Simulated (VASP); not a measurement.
Ge2SbO3: relaxation of cell and atoms with PBE

Ge2SbO3:

```
Ge Sb O
1.0
     6.44023    0.00000    0.00000
    -3.22012    5.57740    0.00000
     0.00000    0.00000    3.03717
Ge Sb O
2 1 3
Direct
  0.33333 0.66667 0.50000
  0.66667 0.33333 0.50000
  0.00000 0.00000 0.50000
  0.50000 0.00000 0.50000
  0.00000 0.50000 0.50000
  0.50000 0.50000 0.50000
```

The cell was generated, and may not be a known phase.

```yaml
Program: VASP 6.6.1
Task: relaxation of cell and atoms
Functional: PBE
Potentials_or_basis: VASP PAW PBE potentials, release 64 (Ge_d, Sb, O)
Cutoff: 600 eV
k_mesh: 6 × 6 × 12
Occupations: gaussian, width 0.1 eV
Spin: no spin polarisation
Dipole_correction: no
Further_INCAR_settings: ALGO = Fast; EDIFF = 1e-06; IBRION = 2; EDIFFG = -0.01; NSW = 100; ISIF = 3
```

The relaxed volume is 17.62 Å³/atom and the relaxed cell is a = 6.425 Å, b = 6.425 Å, c = 2.956 Å, α = 90.00°, β = 90.00°, γ = 120.00°. The space group after relaxing (to 0.1 Å) is P6/mmm (No. 191), the energy gained by relaxing is 3.8 meV/atom and the ionic steps are 7. The pressure after relaxing is 0.0 GPa and the band gap on the k mesh is zero (an odd number of electrons rules out a gap without spin polarisation).

Step by step:
| step | energy change (eV) | largest force (eV/Å) | pressure (GPa) | volume (Å³) |
| --- | --- | --- | --- | --- |
| 1 | 0.0000 | 0.0000 | -1.06 | 109.09 |
| 2 | -0.0165 | 0.0000 | -0.24 | 107.21 |
| 3 | -0.0206 | 0.0000 | -0.02 | 106.27 |
| 4 | -0.0194 | 0.0000 | 0.99 | 104.41 |
| 5 | -0.0217 | 0.0000 | 0.41 | 105.50 |
| 6 | -0.0220 | 0.0000 | -0.30 | 105.88 |
| 7 | -0.0230 | 0.0000 | 0.01 | 105.70 |

Final structure:
```
Ge Sb O
1.0
     6.42530    0.00000    0.00000
    -3.21265    5.56447    0.00000
     0.00000    0.00000    2.95642
Ge Sb O
2 1 3
Direct
  0.33333 0.66667 0.50000
  0.66667 0.33333 0.50000
  0.00000 0.00000 0.50000
  0.50000 0.00000 0.50000
  0.00000 0.50000 0.50000
  0.50000 0.50000 0.50000
```

Levels at points of the mesh, in eV from the Fermi level:
```csv
k point,band 23,band 24,band 25,band 26,band 27,band 28,band 29,band 30
"(0.00, 0.00, 0.00)",-1.93,-1.93,0.04,0.04,2.12,3.16,3.16,6.77
"(0.50, 0.00, 0.00)",-2.18,-1.93,-1.05,-0.33,0.15,5.56,5.70,6.01
"(0.00, 0.00, 0.50)",-3.50,-2.53,-1.81,-1.72,1.98,2.13,2.13,5.13
"(0.50, 0.00, 0.50)",-3.12,-2.80,-0.27,0.20,0.87,1.49,1.79,2.69
```

Wall time 31 min on 1 thread of Oxide Virtual Turin-like Processor (shared host), peak memory 0.36 GiB.

Caveat: spin-orbit coupling is left out, which moves the levels of the heavy elements; an odd number of electrons without spin polarisation forces a metal; a magnetic or distorted state may lie lower.
